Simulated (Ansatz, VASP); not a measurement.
Zn: VASP beside Ansatz

File INCAR:

```
PREC     = Accurate       # precision mode
ENCUT    = 600            # plane-wave cutoff, eV
EDIFF    = 1E-6           # SCF threshold, eV
ISMEAR   = 0              # smearing method
SIGMA    = 0.1            # smearing width, eV
LREAL    = False          # projectors in reciprocal space
LASPH    = True           # aspherical terms in the spheres
NELM     = 80             # most SCF steps
ALGO     = Normal         # electronic algorithm
ISIF     = 3              # what is computed and relaxed
LWAVE    = False          # write WAVECAR
LCHARG   = False          # write CHGCAR
GGA      = PS             # functional
IBRION   = 2              # ionic algorithm
NSW      = 100            # ionic steps
EDIFFG   = -0.01          # ionic threshold
```

File KPOINTS:

```
Automatic mesh
0
Gamma
  24 24 24
```

The input POSCAR:

```
Zn
1.0
    0.0000000000      1.9213301259      1.9213301259
    1.9213301259      0.0000000000      1.9213301259
    1.9213301259      1.9213301259      0.0000000000
Zn
1
Direct
    0.0000000000      0.0000000000      0.0000000000
```

Input for Ansatz:

```yaml
crystal:
  lattice:
    - [0.0, 1.9213301259, 1.9213301259]
    - [1.9213301259, 0.0, 1.9213301259]
    - [1.9213301259, 1.9213301259, 0.0]
  atoms:
    - { symbol: Zn, position: [0.0, 0.0, 0.0] }
basis:
  ecutwfc: 420
kpoints:
  mp_grid: { grid: [24, 24, 24] }
hamiltonian:
  xc: pbesol
scf:
  occupations: { method: gaussian, width: 0.1 }
output:
  forces: true
  stress: true
  eigenvalues: true
relax:
  adjacent_minimum: "off"
  f_tol: 0.01
  max_steps: 80
  cell: { stress_tol: 0.05 }
```

Alike in both runs: task relaxation of cell and atoms; functional PBEsol; k mesh 24 × 24 × 24; occupations gaussian, width 0.1 eV; no spin polarisation.

|  | VASP | Ansatz |
| --- | --- | --- |
| version | VASP 6.6.1 | Ansatz 0.2.0 |
| potentials or method | VASP PAW PBE potentials, release 64 (Zn), cutoff 600 eV | scalar-relativistic, plane waves, PAW |
| valence electrons in the cell | 12 | 12 |

|  | VASP | Ansatz | Ansatz less VASP |
| --- | --- | --- | --- |
| gap on the k mesh at the Fermi level, each at its own relaxed structure (eV) | none | none | - |
| relaxed volume (Å³/atom) | 14.21 | 14.14 | -0.069 |
| relaxed cell length with the largest relative difference (Å) | 2.719 | 2.714 | -0.0044 |

VASP's potentials were made for PBE, not for PBEsol. A gap of «none» marks a metal or a gap that the smearing closes.
